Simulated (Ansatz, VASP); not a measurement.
Two plane-wave programs on Co

File INCAR:

```
PREC = Accurate
ENCUT = 600
EDIFF = 1E-6
ISMEAR = 0
SIGMA = 0.15
LREAL = False
LASPH = True
NELM = 200
ALGO = Normal
ISIF = 2
LWAVE = False
LCHARG = False
ISPIN = 2
MAGMOM = 2.05
LORBIT = 11
LMAXMIX = 4
GGA = PS
NBANDS = 18
GGA_COMPAT = False
```

Contents of KPOINTS:

```
regular mesh
0
Gamma
  24 24 24
```

File POSCAR:

```
Co
1.0
   -1.3322040000      1.3322040000      1.4724360000
    1.3322040000     -1.3322040000      1.4724360000
    1.3322040000      1.3322040000     -1.4724360000
Co
1
Direct
    0.0000000000      0.0000000000      0.0000000000
```

Input for Ansatz:

```yaml
crystal:
  lattice:
    - [-1.332204, 1.332204, 1.472436]
    - [1.332204, -1.332204, 1.472436]
    - [1.332204, 1.332204, -1.472436]
  atoms:
    - { symbol: Co, position: [0.0, 0.0, 0.0], spin: 2.05 }
basis:
  ecutwfc: 420
kpoints:
  mp_grid: { grid: [24, 24, 24] }
hamiltonian:
  xc: pbesol
scf:
  occupations: { method: gaussian, width: 0.15 }
output:
  forces: true
  stress: true
  eigenvalues: true
  populations: true
magnetization:
  spin_polarized: true
```

Change from the starting cell: strain -0.050 along x and y, +0.050 along z, atoms carried along.

Alike in both runs: task single point; functional PBEsol; k mesh 24 × 24 × 24; occupations gaussian, width 0.15 eV; collinear spin.

|  | VASP | Ansatz |
| --- | --- | --- |
| version | VASP 6.6.1 | Ansatz 0.2.0 |
| potentials or method | VASP PAW PBE potentials, release 64 (Co_sv), cutoff 600 eV | scalar-relativistic, plane waves, PAW |
| valence electrons in the cell | 17 | 17 |

|  | VASP | Ansatz | Ansatz less VASP |
| --- | --- | --- | --- |
| gap on the k mesh at the Fermi level (eV) | none | none | - |
| pressure (GPa) | -2.0 | 2.4 | +4.41 |
| traceless stress, the component that is largest in VASP (GPa) | 4.28 | 4.32 | +0.036 |
| net moment per atom (μB) | 1.68 | 1.68 | +0.004 |
| size of the moment on the site where the two differ most (μB) | 1.72 | 1.74 | +0.014 |

VASP's potentials were made for PBE, not for PBEsol. Site moments also hang on the region over which each program counts them. A gap of «none» marks a metal or a gap that the smearing closes. One of these differences is far larger than is usual between the two programs; its cause wasn't traced.
